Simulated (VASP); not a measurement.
Runs of VASP 6.6.1 on W. The structure is that of space group Pm-3m (No. 221), or close to it. The cells are those of the table. 

```csv
task,cell,k mesh,cutoff (eV),gap on the mesh (eV),pressure (GPa),relaxed volume (Å³/atom)
single point,"a = 2.640 Å, 1 atom",18 × 18 × 18,520,none,0.6,-
relaxation of cell and atoms,"relaxed from a = 2.640 Å, 1 atom",17 × 17 × 17,600,none,0.0,(a)
relaxation of cell and atoms,"relaxed from a = 2.590 Å, 1 atom",18 × 18 × 18,600,none,0.0,18.46
single point,"a = 2.636 Å, 1 atom",17 × 17 × 17,520,none,0.6,-
```

Alike in all rows: level PBE; potentials or basis VASP PAW PBE potentials, release 64 (W_sv); no spin polarisation; smearing fermi-dirac 0.05 eV.

**Question.** Estimate the missing entries.

**Answer.** (a) 18.36.

Caveats: spin-orbit coupling is left out, which moves the levels of the heavy elements.

A k mesh can miss the band edges, and the runs leave out spin-orbit coupling on W.

A gap of «none» marks levels without a gap at the run's occupations.
